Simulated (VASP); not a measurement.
# LiBe4 (R-3m) in VASP: further runs

LiBe4 is run at these levels: PBE; tasks: single point.

Everything below comes from runs of VASP 6.6.1. Logs are shortened: lines on timing, memory, paths and dates and some standing lists are left out, and cuts for length are marked.

**1. The cell of the first run**

The structure is trigonal, space group R-3m (No. 166). Conventional cell: a = 3.503 Å, b = 3.503 Å, c = 10.737 Å, α = 90.00°, β = 90.00°, γ = 120.00°. Li (site symmetry -3m) has 14 Be at 2.15 to 2.47 Å within 2.8 Å. Be (site symmetry 3m) has 11 Be at 2.04 to 2.54 Å and 3 Li at 2.16 Å within 2.7 Å. Within 2.8 Å of Be (site symmetry 3m) lie 10 Be at 2.13 to 2.45 Å and 4 Li at 2.15 to 2.47 Å.

**2. Single point, PBE (7.61 Å³/atom)**

Contents of INCAR:

```
SYSTEM = LiBe4
PREC = Accurate ; ENCUT = 520
EDIFF = 1E-6 ; ISMEAR = 0
SIGMA = 0.1 ; LREAL = .FALSE.
LASPH = .TRUE. ; NELM = 80
ALGO = Fast ; ISIF = 2
LWAVE = .FALSE. ; LCHARG = .TRUE.
GGA = PE ; LELF = .TRUE.
LVHAR = .TRUE. ; NBANDS = 14
```

Contents of KPOINTS:

```
regular mesh
0
G
  12 12 12
  0 0 0
```

Contents of POSCAR:

```
LiBe4
1.0
    1.7515575154      1.0112622030      3.5788590116
   -1.7515575154      1.0112622030      3.5788590116
    0.0000000000     -2.0225244061      3.5788590116
Li Be
1 4
Direct
    0.5000000000      0.5000000000      0.5000000000
    0.9050685136      0.9050685136      0.9050685136
    0.0949314864      0.0949314864      0.0949314864
    0.7005804562      0.7005804562      0.7005804562
    0.2994195438      0.2994195438      0.2994195438
```

Potentials or basis: VASP PAW PBE potentials, release 64 (Li_sv, Be).

Launch:

```sh
> cat potpaw_PBE.64/Li_sv/POTCAR potpaw_PBE.64/Be/POTCAR > POTCAR
> mpirun -np 1 vasp_std > vasp.out
```

OUTCAR:

```text
SYSTEM = LiBe4
   PREC = Accurate
   ENCUT = 520
   EDIFF = 1E-6
   ISMEAR = 0
   LREAL = .FALSE.
   LASPH = .TRUE.
   NELM = 80
   ISIF = 2
   GGA = PE

 ion  position               nearest neighbor table
   1  0.500  0.500  0.500-   4 2.15   5 2.15   3 2.16   3 2.16   2 2.16   2 2.16   3 2.16   2 2.16
                             5 2.47   4 2.47   5 2.47   4 2.47   5 2.47   4 2.47
   2  0.905  0.905  0.905-   3 2.04   5 2.13   5 2.13   5 2.13   1 2.16   1 2.16   1 2.16   4 2.20

   3  0.095  0.095  0.095-   2 2.04   4 2.13   4 2.13   4 2.13   1 2.16   1 2.16   1 2.16   5 2.20

   4  0.701  0.701  0.701-   3 2.13   3 2.13   3 2.13   5 2.15   5 2.15   5 2.15   1 2.15   2 2.20
                             1 2.47   1 2.47   1 2.47
   5  0.299  0.299  0.299-   2 2.13   2 2.13   2 2.13   4 2.15   4 2.15   4 2.15   1 2.15   3 2.20
                             1 2.47   1 2.47   1 2.47

  LATTYP: Found a trigonal (rhomboedric) cell.
 ALAT       =     4.1108194801
 COS(alpha) =     0.6369035613

  Lattice vectors:

 A1 = (   1.7515575154,   1.0112622030,   3.5788590116)
 A2 = (  -1.7515575154,   1.0112622030,   3.5788590116)
 A3 = (   0.0000000000,  -2.0225244061,   3.5788590116)

Analysis of symmetry for initial positions (statically):
=====================================================================
 Subroutine PRICEL returns:
 Original cell was already a primitive cell.

 Routine SETGRP: Setting up the symmetry group for a
 trigonal (rhombohedral) supercell.

 Subroutine GETGRP returns: Found 12 space group operations
 (whereof 12 operations were pure point group operations)
 out of a pool of 12 trial point group operations.

The static configuration has the point symmetry D_3d.

Analysis of symmetry for dynamics (positions and initial velocities):
=====================================================================
 Subroutine PRICEL returns:
 Original cell was already a primitive cell.

 Routine SETGRP: Setting up the symmetry group for a
 trigonal (rhombohedral) supercell.

 Subroutine GETGRP returns: Found 12 space group operations
 (whereof 12 operations were pure point group operations)
 out of a pool of 12 trial point group operations.

The dynamic configuration has the point symmetry D_3d.

 Subroutine INISYM returns: Found 12 space group operations
 (whereof 12 operations are pure point group operations),
 and found     1 'primitive' translations

----------------------------------------------------------------------------------------
[... 109 lines left out ...]
   PSTRESS=    0.0 pullay stress
   NELECT =      11.0000    total number of electrons
   NUPDOWN=      -1.0000    fix difference up-down
   EMIN   =  10.00;   EMAX   =-10.00  energy-range for DOS
   EFERMI =   0.00;   METHOD = LEGACY
   ISMEAR =     0;   SIGMA  =   0.10  broadening in eV -4-tet -1-fermi 0-gaus
   EFERMI_NEDOS =   21; number of points for ismear=-14 and -15
   IALGO  =     68    algorithm
   IMIX   =      4    mixing-type and parameters
     AMIX     =   0.40;   BMIX     =  1.00
     AMIX_MAG =   1.60;   BMIX_MAG =  1.00
  volume/ion in A,a.u.               =       7.61        51.33
  Fermi-wavevector in a.u.,A,eV,Ry     =   1.082624  2.045863 15.947050  1.172075
  Thomas-Fermi vector in A             =   2.218670
   LORBIT       =      0    0 simple, 1 ext, 2 COOP (PROOUT), +10 PAW based schemes
   GGA     = PE    functional components
   LHFCALC =     F    Hartree Fock is set to
   AEXX    =    0.0000 exact exchange contribution
   IVDW    =     0    specifies the selected vdW correction
   LEPSILON=     F    determine dielectric tensor
   LRPA    =     F    only Hartree local field effects (RPA)
 non-spin polarized calculation
 RMM-DIIS sequential band-by-band and
 Gauss-broadening in eV      SIGMA  =   0.10
  energy-cutoff  :      520.00
  volume of cell :       38.04
 maximum number of plane-waves:      1052
   NGX = 15   NGY = 15   NGZ = 15

 number of electron      10.9999999 magnetization

 Free energy of the ion-electron system (eV)
  ---------------------------------------------------
  ext. energy  EPLUGINS =         0.00000000
  ---------------------------------------------------
  free energy    TOTEN  =       -16.26872802 eV

  energy without entropy =      -16.26448369  energy(sigma->0) =      -16.26660586

 E-fermi :   6.1679     XC(G=0): -10.5901

 val. band max:        6.1423883641   @ k =  -0.3333   0.0833  -0.0000
 cond. band min:       6.1874816060   @ k =   0.1667   0.1667   0.0000
 fundamental gap:      0.0450932419
 Fermi energy:         6.1678874759

 k-point     1 :       0.0000    0.0000    0.0000
  band No.  band energies     occupation
      1     -38.7333      2.00000
      2      -3.5741      2.00000
      3       4.2216      2.00000
      4       5.0188      2.00000
      5       7.8040      0.00000
      6       7.8040      0.00000
      7       8.2757      0.00000
      8       8.2757      0.00000
      9      11.8739      0.00000
     10      11.8739      0.00000
     11      13.0589      0.00000
     12      13.0589      0.00000
     13      13.7028      0.00000
     14      13.9583      0.00000
[... 377 lines left out ...]
      1     -38.7290      2.00000
      2      -0.7649      2.00000
      3       0.1603      2.00000
      4       3.0670      2.00000
      5       3.6114      2.00000
      6       5.1914      2.00000
      7       9.6776      0.00000
      8       9.9791      0.00000
      9      11.0063      0.00000
     10      14.7966      0.00000
     11      16.5116      0.00000
     12      16.7037      0.00000
     13      18.0302      0.00000
     14      20.0546      0.00000

 [... further k-points ...]
[... 5 lines left out ...]
  --------------------------------------------------------------------------------------
  -------------------------------------------------------------------------------------
  Total        3.6227525      3.6227525      3.6079840      0.0000000     -0.0000000     -0.0000000
  in kB      152.6037566    152.6037566    151.9816524      0.0000000     -0.0000000     -0.0000000
  external PRESSURE =     152.3963885 kB  Pullay stress =       0.0000000 kB

 VOLUME and BASIS-vectors are now :
 -----------------------------------------------------------------------------
  energy-cutoff  :      520.00
  volume of cell :       38.04
      direct lattice vectors                 reciprocal lattice vectors
     1.751557515  1.011262203  3.578859012     0.285460224  0.164810537  0.093139554
    -1.751557515  1.011262203  3.578859012    -0.285460224  0.164810537  0.093139554
     0.000000000 -2.022524406  3.578859012     0.000000000 -0.329621074  0.093139554

 POSITION                                       TOTAL-FORCE (eV/Angst)
 -----------------------------------------------------------------------------------
      0.00000     -0.00000      5.36829         0.000000      0.000000     -0.000000
      0.00000     -0.00000      9.71734         0.000000      0.000000     -0.000084
      0.00000     -0.00000      1.01924         0.000000     -0.000000      0.000084
      0.00000     -0.00000      7.52184         0.000000     -0.000000      0.005413
      0.00000     -0.00000      3.21474         0.000000      0.000000     -0.005413
 -----------------------------------------------------------------------------------
    total drift:                               -0.000000      0.000000      0.000000

  FREE ENERGIE OF THE ION-ELECTRON SYSTEM (eV)
  ---------------------------------------------------
  free  energy   TOTEN  =       -16.2687280243 eV

  energy  without entropy=      -16.2644836903  energy(sigma->0) =      -16.26660586
```

OSZICAR:

```text
N       E                     dE             d eps       ncg     rms          rms(c)
DAV:   1     0.205515760854E+02    0.20552E+02   -0.43896E+03  5292   0.700E+02
DAV:   2    -0.126618070287E+02   -0.33213E+02   -0.31720E+02  6732   0.158E+02
DAV:   3    -0.163569541228E+02   -0.36951E+01   -0.36550E+01  9922   0.357E+01
[... 12 lines left out ...]
RMM:  16    -0.162687217709E+02   -0.78086E-06   -0.26160E-05  8621   0.288E-02    0.443E-02
RMM:  17    -0.162687224819E+02   -0.71104E-06   -0.13753E-05  7432   0.181E-02    0.433E-02
RMM:  18    -0.162687235277E+02   -0.10458E-05   -0.83503E-06  7219   0.140E-02    0.463E-02
RMM:  19    -0.162687280181E+02   -0.44904E-05   -0.12360E-05  8376   0.286E-02    0.725E-02
RMM:  20    -0.162687280243E+02   -0.62052E-08   -0.42946E-06  6946   0.112E-02
   1 F= -.16268728E+02 E0= -.16266606E+02  d E =-.424433E-02
```

stdout:

```text
POSCAR found type information on POSCAR LiBe
 POSCAR found :  2 types and       5 ions
 scaLAPACK will be used
 LDA part: xc-table for (Slater+PW92), standard interpolation
 POSCAR, INCAR and KPOINTS ok, starting setup
 FFT: planning ... GRIDC
 FFT: planning ... GRID_SOFT
 FFT: planning ... GRID
 WAVECAR not read
 entering main loop
WARNING in EDDRMM: call to ZHEGV failed, returncode =   8  4     11
WARNING in EDDRMM: call to ZHEGV failed, returncode =   6  3      7
WARNING in EDDRMM: call to ZHEGV failed, returncode =   6  3      4
WARNING in EDDRMM: call to ZHEGV failed, returncode =   6  3      3
WARNING in EDDRMM: call to ZHEGV failed, returncode =   8  4     12
WARNING in EDDRMM: call to ZHEGV failed, returncode =   8  4     14
WARNING in EDDRMM: call to ZHEGV failed, returncode =   8  4     13
WARNING in EDDRMM: call to ZHEGV failed, returncode =   8  4     13
WARNING in EDDRMM: call to ZHEGV failed, returncode =   8  4      8
WARNING in EDDRMM: call to ZHEGV failed, returncode =   8  4      3
WARNING in EDDRMM: call to ZHEGV failed, returncode =   8  4      4
WARNING in EDDRMM: call to ZHEGV failed, returncode =   6  3      2
```

Wall time 5.7 min (1 thread of Oxide Virtual Turin-like, shared host); peak memory 0.19 GiB.

Results:

```yaml
Free_energy: -16.2687 eV
Largest_force: 0.005 eV/Å
Band_gap_on_the_k_mesh: zero (an odd number of electrons rules out a gap without spin polarisation)
```

Forces in eV/Å, atoms in the order of the input:
```
Li   0.000  0.000  0.000
Be   0.000  0.000  0.000
Be   0.000  0.000  0.000
Be   0.000  0.000  0.005
Be   0.000  0.000 -0.005
```

Levels at points of the mesh, in eV from the Fermi level:
```tsv
k point	band 3	band 4	band 5	band 6	band 7	band 8	band 9	band 10
(0.00, 0.00, 0.00)	-1.95	-1.15	1.64	1.64	2.11	2.11	5.71	5.71
(0.50, 0.00, 0.00)	-6.29	-3.08	-1.00	0.54	2.10	2.62	3.44	7.94
(0.50, 0.50, 0.00)	-6.10	-3.17	-3.13	-2.79	3.32	7.25	8.67	8.91
(0.50, 0.50, 0.50)	-6.91	0.64	0.64	1.65	1.65	6.30	6.71	6.71
```

Caveat: the cutoff is under 1.25 times the usual one of these potentials, so pressure, stress and relaxed cells hold a basis-set (Pulay) error.

**3. Single point, PBE**

This run uses another cell than the first one, of 8.64 Å³/atom.

Contents of INCAR:

```
SYSTEM = LiBe4
ALGO = Fast ; EDIFF = 1E-6
ENCUT = 520 ; GGA = PE
ISIF = 2 ; ISMEAR = 0
LASPH = .True. ; LCHARG = .True.
LELF = .True. ; LREAL = .False.
LVHAR = .True. ; LWAVE = .False.
NBANDS = 14 ; NELM = 80
PREC = Accurate ; SIGMA = 0.1
```

Contents of KPOINTS:

```
k-points
0
Gamma
  12 12 12
  0 0 0
```

Contents of POSCAR:

```
LiBe4
1.0
    1.8272118939      1.0549412788      3.7370843112
   -1.8272118939      1.0549412788      3.7370843112
    0.0000000000     -2.1098825577      3.7370843112
Li Be
1 4
Direct
    0.5000000000      0.5000000000      0.5000000000
    0.9062494663      0.9062494663      0.9062494663
    0.0937505337      0.0937505337      0.0937505337
    0.7011731271      0.7011731271      0.7011731271
    0.2988268729      0.2988268729      0.2988268729
```

Potentials or basis: VASP PAW PBE potentials, release 64 (Li_sv, Be).

Launch:

```sh
> cat potpaw_PBE.64/Li_sv/POTCAR potpaw_PBE.64/Be/POTCAR > POTCAR
> mpirun -np 1 vasp_std > vasp.out
```

OUTCAR:

```text
SYSTEM = LiBe4
   EDIFF = 1E-6
   ENCUT = 520
   GGA = PE
   ISIF = 2
   ISMEAR = 0
   LASPH = .True.
   LREAL = .False.
   NELM = 80
   PREC = Accurate

 ion  position               nearest neighbor table
   1  0.500  0.500  0.500-   4 2.26   5 2.26   3 2.26   3 2.26   2 2.26   2 2.26   3 2.26   2 2.26

   2  0.906  0.906  0.906-   3 2.10   5 2.21   5 2.21   5 2.21   1 2.26   1 2.26   1 2.26   4 2.30

   3  0.094  0.094  0.094-   2 2.10   4 2.21   4 2.21   4 2.21   1 2.26   1 2.26   1 2.26   5 2.30

[... 610 lines left out ...]
 [... further k-points ...]
[... 5 lines left out ...]
  --------------------------------------------------------------------------------------
  -------------------------------------------------------------------------------------
  Total        0.0497116      0.0497116      0.0639705      0.0000000     -0.0000000      0.0000000
  in kB        1.8427518      1.8427518      2.3713140      0.0000000     -0.0000000      0.0000000
  external PRESSURE =       2.0189392 kB  Pullay stress =       0.0000000 kB

 VOLUME and BASIS-vectors are now :
 -----------------------------------------------------------------------------
  energy-cutoff  :      520.00
  volume of cell :       43.22
      direct lattice vectors                 reciprocal lattice vectors
     1.827211894  1.054941279  3.737084311     0.273640951  0.157986677  0.089196097
    -1.827211894  1.054941279  3.737084311    -0.273640951  0.157986677  0.089196097
     0.000000000 -2.109882558  3.737084311     0.000000000 -0.315973353  0.089196097

 POSITION                                       TOTAL-FORCE (eV/Angst)
 -----------------------------------------------------------------------------------
      0.00000     -0.00000      5.60563        -0.000000      0.000000      0.000000
      0.00000     -0.00000     10.16019         0.000000     -0.000000      0.002728
      0.00000     -0.00000      1.05106         0.000000      0.000000     -0.002728
      0.00000     -0.00000      7.86103         0.000000     -0.000000      0.003194
      0.00000     -0.00000      3.35022         0.000000      0.000000     -0.003194
 -----------------------------------------------------------------------------------
    total drift:                               -0.000000      0.000000      0.000000

  FREE ENERGIE OF THE ION-ELECTRON SYSTEM (eV)
  ---------------------------------------------------
  free  energy   TOTEN  =       -16.4953035267 eV

  energy  without entropy=      -16.4907824097  energy(sigma->0) =      -16.49304297
```

It took 4.5 min on 1 thread of Oxide Virtual Turin-like, shared host; peak memory 0.21 GiB.

Results:

* Free energy: -16.4953 eV
* Largest force: 0.003 eV/Å
* Band gap on the k mesh: zero (an odd number of electrons rules out a gap without spin polarisation)

Forces on the atoms (eV/Å):
```
Li   0.000  0.000  0.000
Be   0.000  0.000  0.003
Be   0.000  0.000 -0.003
Be   0.000  0.000  0.003
Be   0.000  0.000 -0.003
```

Caveat: the cutoff is under 1.25 times the usual one of these potentials, so pressure, stress and relaxed cells hold a basis-set (Pulay) error.

[end of part 1 of 2]
